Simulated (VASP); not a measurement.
Set up this calculation in VASP 6.6.1, as the native input.

- Task: single point
- Functional: PBE
- Potentials or basis: VASP PAW PBE potentials, release 64 (Sn_d, S)
- Cutoff: 500 eV
- k mesh: 2 × 4 × 4
- Occupations: fermi-dirac, width 0.02 eV
- Spin: non-collinear spin, zero start, spin-orbit coupling
- Starting moments: [[0.0, 0.0, 0.0], [0.0, 0.0, 0.0], [0.0, 0.0, 0.0], [0.0, 0.0, 0.0], [0.0, 0.0, 0.0], [0.0, 0.0, 0.0], [0.0, 0.0, 0.0], [0.0, 0.0, 0.0]] μB
- Dipole correction: no
- Further INCAR settings: ALGO = Normal; EDIFF = 1e-06; NBANDS = 98

The structure of SnS lies in POSCAR:

```
SnS
1.0
   11.2184901763      0.0000000000      0.0000000000
    0.0000000000      3.9617506888      0.0000000000
    0.0000000000      0.0000000000      4.4334766810
Sn S
4 4
Direct
    0.1191823310      0.2500000000      0.1258110812
    0.3808176690      0.7500000000      0.6258110812
    0.6191823310      0.2500000000      0.3741889188
    0.8808176690      0.7500000000      0.8741889188
    0.8494992915      0.2500000000      0.4871020043
    0.6505007085      0.7500000000      0.9871020043
    0.3494992915      0.2500000000      0.0128979957
    0.1505007085      0.7500000000      0.5128979957
```

One way to write it, as run:

INCAR

```
  ALGO = Normal
  EDIFF = 1E-6
  ENCUT = 500
  GGA = PE
  GGA_COMPAT = F
  ISIF = 2
  ISMEAR = -1
  KPAR = 4
  LASPH = T
  LCHARG = F
  LORBIT = 11
  LORBMOM = T
  LREAL = F
  LSORBIT = T
  LWAVE = F
  MAGMOM = 0 0 0 0 0 0 0 0 0 0 0 0 0 0 0 0 0 0 0 0 0 0 0 0
  NBANDS = 98
  NELM = 200
  PREC = Accurate
  SIGMA = 0.02
```

KPOINTS

```
k-points
0
Gamma
  2 4 4
```

Potentials or basis: VASP PAW PBE potentials, release 64 (Sn_d, S).

Launch:

```console
$ cat potpaw_PBE.64/Sn_d/POTCAR potpaw_PBE.64/S/POTCAR > POTCAR
$ mpirun -np 4 vasp_ncl > vasp.out
```

Results of the run:

The pressure is 2.1 GPa. The largest force is 0.190 eV/Å, the net moment is 0.00 μB per cell and the valence electrons inside the program's atomic spheres are Sn 12.11; S 3.70.

Caveat: the k points lie up to 0.40 Å⁻¹ apart.

It took 9.2 min on 4 MPI ranks on AMD EPYC 7R43 64-Core Processor (Zen 3), with other jobs on the host, peak memory 0.82 GiB a rank.
